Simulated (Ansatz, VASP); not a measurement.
# C: VASP beside Ansatz

```xyz
2
Lattice="0.0000 2.0894 3.2642 1.2071 0.0000 3.2642 1.2071 2.0894 0.0000" Properties=species:S:1:pos:R:3 pbc="T T T"
C     1.2071    0.6476    3.2642
C     1.2071    3.5313    3.2642
```

Alike in both runs: task single point; functional PBEsol; dispersion D3(BJ); k mesh 16 × 16 × 16; occupations gaussian, width 0.03 eV; no spin polarisation.

|  | VASP | Ansatz |
| --- | --- | --- |
| version | VASP 6.6.1 | Ansatz 0.2.0 |
| potentials or method | VASP PAW PBE potentials, release 64 (C), cutoff 520 eV | scalar-relativistic, plane waves, PAW |
| valence electrons in the cell | 8 | 8 |

```csv
,VASP,Ansatz,Ansatz less VASP
gap on the k mesh at the Fermi level (eV),none,none,-
pressure (GPa),24.8,24.0,-0.76
"traceless stress, the component that is largest in VASP (GPa)",31.41,30.71,-0.699
rms of the force components (eV/Å),4.029,4.019,-0.0102
```

VASP's potentials were made for PBE, not for PBEsol, and Ansatz warns of the same on its side. Atom by atom the forces differ by 0.010 eV/Å (rms over components). A gap of «none» marks a metal or a gap that the smearing closes.
